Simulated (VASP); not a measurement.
Write the native input for VASP 6.6.1 that does the following.

```yaml
Task: single point
Functional: PBE
Potentials_or_basis: VASP PAW PBE potentials, release 64 (Ti_sv)
Cutoff: 520 eV
k_mesh: 24 × 24 × 12
Occupations: gaussian, width 0.15 eV
Spin: no spin polarisation
Dipole_correction: no
Further_INCAR_settings: ALGO = Fast; EDIFF = 1e-07; NBANDS = 19
```

The structure of Ti lies in POSCAR:

```
Ti
1.0
    2.9499978604      0.0000000000      0.0000000000
   -1.4749989302      2.5547730882      0.0000000000
    0.0000000000      0.0000000000      4.6860000000
Ti
2
Direct
    0.3333333333      0.6666666667      0.2500000000
    0.6666666667      0.3333333333      0.7500000000
```

The input as run:

INCAR

```
SYSTEM = Ti
PREC = Accurate
ENCUT = 520
EDIFF = 1E-7
ISMEAR = 0
SIGMA = 0.15
LREAL = .False.
LASPH = .True.
NELM = 60
ALGO = Fast
ISIF = 2
LWAVE = .False.
LCHARG = .True.
GGA = PE
LELF = .True.
LVHAR = .True.
NBANDS = 19
```

KPOINTS

```
Automatic mesh
0
Gamma
  24 24 12
  0 0 0
```

Potentials or basis: VASP PAW PBE potentials, release 64 (Ti_sv).

Launch:

```bash
$ cat potpaw_PBE.64/Ti_sv/POTCAR > POTCAR
$ mpirun -np 1 vasp_std > vasp.out
```

Results of the run:

| Item | Value |
| --- | --- |
| Pressure | -2.1 GPa |
| Band gap on the k mesh | zero (band 12 reaches 8.93 eV, above the bottom of band 13 at 7.81 eV) |

Wall time 11 min on 1 thread of Intel(R) Xeon(R) Platinum 8375C CPU @ 2.90GHz (Ice Lake), on a shared host, peak memory 0.34 GiB.
